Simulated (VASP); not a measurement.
# Si2Ni (Fm-3m) in VASP: settings compared, part 2 of 2

VASP 6.6.1.

## 4. Single point, PBEsol+U, collinear spin, ferromagnetic start

File POSCAR:

```
Si2Ni
1.0
    0.0000000000      2.7030000000      2.7030000000
    2.7030000000      0.0000000000      2.7030000000
    2.7030000000      2.7030000000      0.0000000000
Ni Si
1 2
Direct
    0.0000000000      0.0000000000      0.0000000000
    0.7500000000      0.7500000000      0.7500000000
    0.2500000000      0.2500000000      0.2500000000
```

File INCAR.step1:

```
SYSTEM = Si2Ni
  GGA = PS
  ISPIN = 2
  MAGMOM = 1 0 0
  LORBIT = 11
  LDAU = .True.
  LDAUTYPE = 2
  LDAUL = 2 -1
  LDAUU = 5 0
  LDAUJ = 0 0
  ISMEAR = 1
  SIGMA = 0.1
  LWAVE = .False.
  LCHARG = .True.
  NBANDS = 33
  PREC = Accurate
  LASPH = .True.
  LREAL = .False.
  ALGO = Normal
  EDIFF = 1E-6
  NELM = 200
  GGA_COMPAT = .False.
  ENCUT = 540
  LMAXMIX = 4
  KPAR = 2
```

File KPOINTS.step1:

```
k-points
0
Gamma
  10 10 10
```

File INCAR.step2:

```
SYSTEM = Si2Ni
  GGA = PS
  ISPIN = 2
  MAGMOM = 1 0 0
  LORBIT = 11
  LDAU = .True.
  LDAUTYPE = 2
  LDAUL = 2 -1
  LDAUU = 5 0
  LDAUJ = 0 0
  ISMEAR = -5
  LWAVE = .False.
  LCHARG = .False.
  NBANDS = 33
  PREC = Accurate
  LASPH = .True.
  LREAL = .False.
  ALGO = Normal
  EDIFF = 1E-6
  NELM = 200
  GGA_COMPAT = .False.
  ENCUT = 540
  LMAXMIX = 4
  NEDOS = 4001
  EMIN = -6.9706
  EMAX = 18.0294
  ICHARG = 11
  KPAR = 2
```

File KPOINTS.step2:

```
Automatic mesh
0
Gamma
  26 26 26
  0 0 0
```

Potentials or basis: VASP PAW PBE potentials, release 64 (Ni, Si).

Command:

```
> cat potpaw_PBE.64/Ni/POTCAR potpaw_PBE.64/Si/POTCAR > POTCAR
> cp INCAR.step1 INCAR
> cp KPOINTS.step1 KPOINTS
> mpirun -np 2 vasp_std > vasp.out
> cp INCAR.step2 INCAR
> cp KPOINTS.step2 KPOINTS
> mpirun -np 2 vasp_std > vasp.out
```

OUTCAR:

```text
SYSTEM = Si2Ni
   GGA = PS
   ISPIN = 2
   LORBIT = 11
   ISMEAR = -5
   PREC = Accurate
   LASPH = .True.
   LREAL = .False.
   EDIFF = 1E-6
   NELM = 200
   ENCUT = 540
   EMIN = -6.9706
   ICHARG = 11

 ion  position               nearest neighbor table
   1  0.000  0.000  0.000-   2 2.34   2 2.34   3 2.34   3 2.34   2 2.34   2 2.34   3 2.34   3 2.34

   2  0.750  0.750  0.750-   1 2.34   1 2.34   1 2.34   1 2.34   3 2.70   3 2.70   3 2.70   3 2.70
                             3 2.70   3 2.70
   3  0.250  0.250  0.250-   1 2.34   1 2.34   1 2.34   1 2.34   2 2.70   2 2.70   2 2.70   2 2.70
                             2 2.70   2 2.70

  LATTYP: Found a face centered cubic cell.
 ALAT       =     5.4060000000

  Lattice vectors:

 A1 = (   0.0000000000,   2.7030000000,   2.7030000000)
 A2 = (   2.7030000000,   0.0000000000,   2.7030000000)
 A3 = (   2.7030000000,   2.7030000000,   0.0000000000)

Analysis of symmetry for initial positions (statically):
[... 1368 lines left out ...]
 [bands above 21 left out]

------------------------ aborting loop because EDIFF is reached ----------------------------------------

  FORCE on cell =-STRESS in cart. coord.  units (eV):
  Direction    XX          YY          ZZ          XY          YZ          ZX
  --------------------------------------------------------------------------------------
  -------------------------------------------------------------------------------------
  Total       -1.2818393     -1.2818393     -1.2818393     -0.0000000     -0.0000000      0.0000000
  in kB      -51.9967313    -51.9967313    -51.9967313     -0.0000000     -0.0000000      0.0000000
  external PRESSURE =     -51.9967313 kB  Pullay stress =       0.0000000 kB

 VOLUME and BASIS-vectors are now :
 -----------------------------------------------------------------------------
  energy-cutoff  :      540.00
  volume of cell :       39.50
      direct lattice vectors                 reciprocal lattice vectors
     0.000000000  2.703000000  2.703000000    -0.184979652  0.184979652  0.184979652
     2.703000000  0.000000000  2.703000000     0.184979652 -0.184979652  0.184979652
     2.703000000  2.703000000  0.000000000     0.184979652  0.184979652 -0.184979652

 POSITION                                       TOTAL-FORCE (eV/Angst)
 -----------------------------------------------------------------------------------
      0.00000      0.00000      0.00000        -0.000000     -0.000000      0.000000
      4.05450      4.05450      4.05450         0.000000      0.000000     -0.000000
      1.35150      1.35150      1.35150        -0.000000     -0.000000      0.000000
 -----------------------------------------------------------------------------------
    total drift:                                0.000000     -0.000000     -0.000000

  FREE ENERGIE OF THE ION-ELECTRON SYSTEM (eV)
  ---------------------------------------------------
  free  energy   TOTEN  =       -16.0380587703 eV

  energy  without entropy=      -16.0380587703  energy(sigma->0) =      -16.03805877

 total charge

# of ion       s       p       d       tot
------------------------------------------
    1        0.539   0.757   8.739  10.036
    2        0.744   0.830   0.000   1.574
    3        0.744   0.830   0.000   1.574
--------------------------------------------------
tot          2.028   2.416   8.739  13.183

 magnetization (x)

# of ion       s       p       d       tot
------------------------------------------
    1       -0.000  -0.000   0.000   0.000
    2        0.000  -0.000   0.000  -0.000
    3        0.000  -0.000   0.000  -0.000
--------------------------------------------------
tot          0.000  -0.000   0.000   0.000
```

OUTCAR.step1:

```text
SYSTEM = Si2Ni
   GGA = PS
   ISPIN = 2
   LORBIT = 11
   ISMEAR = 1
   PREC = Accurate
   LASPH = .True.
   LREAL = .False.
[... 1426 lines left out ...]
 total charge

# of ion       s       p       d       tot
------------------------------------------
    1        0.539   0.758   8.737  10.034
    2        0.743   0.830   0.000   1.574
    3        0.743   0.830   0.000   1.574
--------------------------------------------------
tot          2.025   2.419   8.737  13.181

 magnetization (x)

# of ion       s       p       d       tot
------------------------------------------
    1       -0.000  -0.000   0.000   0.000
    2        0.000  -0.000   0.000  -0.000
    3        0.000  -0.000   0.000  -0.000
--------------------------------------------------
tot          0.000  -0.000   0.000   0.000
```

OSZICAR.step1:

```text
N       E                     dE             d eps       ncg     rms          rms(c)
DAV:   1     0.875709745773E+02    0.87571E+02   -0.62688E+03  6348   0.563E+02
DAV:   2    -0.777292545994E+01   -0.95344E+02   -0.82539E+02  6581   0.152E+02
DAV:   3    -0.167392894377E+02   -0.89664E+01   -0.85958E+01  7678   0.423E+01
DAV:   4    -0.168890839374E+02   -0.14979E+00   -0.14948E+00  7154   0.536E+00
DAV:   5    -0.168904399332E+02   -0.13560E-02   -0.13558E-02  7505   0.493E-01    0.138E+01
DAV:   6    -0.182448471083E+02   -0.13544E+01   -0.74313E+00  7609   0.446E+01    0.128E+01
DAV:   7    -0.160998675904E+02    0.21450E+01   -0.21311E+00  7512   0.296E+01    0.332E+00
DAV:   8    -0.160482411309E+02    0.51626E-01   -0.10208E-01  7603   0.250E+00    0.159E+00
DAV:   9    -0.160340899179E+02    0.14151E-01   -0.37793E-02  7675   0.242E+00    0.505E-01
DAV:  10    -0.160345028570E+02   -0.41294E-03   -0.19311E-03  7506   0.241E-01    0.213E-01
DAV:  11    -0.160345986883E+02   -0.95831E-04   -0.29235E-04  7799   0.210E-01    0.100E-01
DAV:  12    -0.160346361747E+02   -0.37486E-04   -0.82311E-05  7578   0.108E-01    0.167E-02
DAV:  13    -0.160346396383E+02   -0.34636E-05   -0.11190E-05  7281   0.189E-02    0.711E-03
DAV:  14    -0.160346392169E+02    0.42140E-06   -0.41937E-07  6140   0.892E-03
   1 F= -.16034639E+02 E0= -.16034021E+02  d E =-.185596E-02  mag=     0.0000
```

Run time: 3.7 min. Hardware: 2 MPI ranks of AMD EPYC 9R45 (Zen 5), shared host; peak memory 0.88 GiB.

Results:

```yaml
Net_moment: 0.00 μB per cell
Valence_electrons_inside_the_program's_atomic_spheres: Ni 10.04; Si 1.57
Density_of_states_at_the_Fermi_level: 0.29 states/eV/atom
```

Levels at points of the mesh, in eV from the Fermi level:
Spin up:
```tsv
k point	band 6	band 7	band 8	band 9	band 10	band 11	band 12	band 13
(0.00, 0.00, 0.00)	-4.15	-0.09	1.67	1.67	1.67	2.65	2.65	2.65
(0.50, 0.00, 0.00)	-3.92	-3.92	-1.14	-1.14	1.75	1.75	1.93	2.75
(0.50, 0.50, 0.00)	-4.05	-4.05	-3.81	-3.78	-0.61	1.41	7.98	8.38
```
Spin down:
```tsv
k point	band 7	band 8	band 9	band 10	band 11	band 12
(0.00, 0.00, 0.00)	-0.09	1.67	1.67	1.67	2.65	2.65
(0.50, 0.00, 0.00)	-3.92	-1.14	-1.14	1.75	1.75	1.93
(0.50, 0.50, 0.00)	-4.05	-3.81	-3.78	-0.61	1.41	7.98
```

Caveat: the PAW data sets were made with another functional, which shifts forces and pressure a little; the U is typed as a test and isn't derived for this compound; tetrahedron occupations give inexact forces and stress in metals.

## 5. The runs side by side

| task | level | U | cell | k mesh | cutoff (eV) | smearing | dipole correction | tolerance level | purpose | K density | gap on the mesh (eV) | moment (μB) |
| --- | --- | --- | --- | --- | --- | --- | --- | --- | --- | --- | --- | --- |
| relaxation of cell and atoms | PBE+U | Ni d U = 6.0 eV | relaxed | 9 × 9 × 9 | 600 | fermi-dirac 0.05 eV | no | - | - | - | none | 0.00 |
| single point | PBEsol+U | Ni d U = 5 eV | as given | 12 × 12 × 12 | 310 | tetrahedron 0.1 eV | - | standard | density of states | 10 × 10 × 10 | none | 0.00 |
| single point | PBEsol+U | Ni d U = 5 eV | as given | 26 × 26 × 26 | 540 | tetrahedron 0.1 eV | - | standard | density of states | 10 × 10 × 10 | none | 0.00 |

Alike in all rows: potentials or basis VASP PAW PBE potentials, release 64 (Ni, Si); spin collinear, ferromagnetic start.

Caveats: the U is typed as a test and isn't derived for this compound; the PAW data sets were made with another functional, which shifts forces and pressure a little (at least some runs); tetrahedron occupations give inexact forces and stress in metals (at least some runs); the cutoff is under 1.25 times the usual one of these potentials, so pressure, stress and relaxed cells hold a basis-set (Pulay) error (at least some runs).

Total energies depend on the potentials used, so only differences within one code and one set of settings carry meaning.
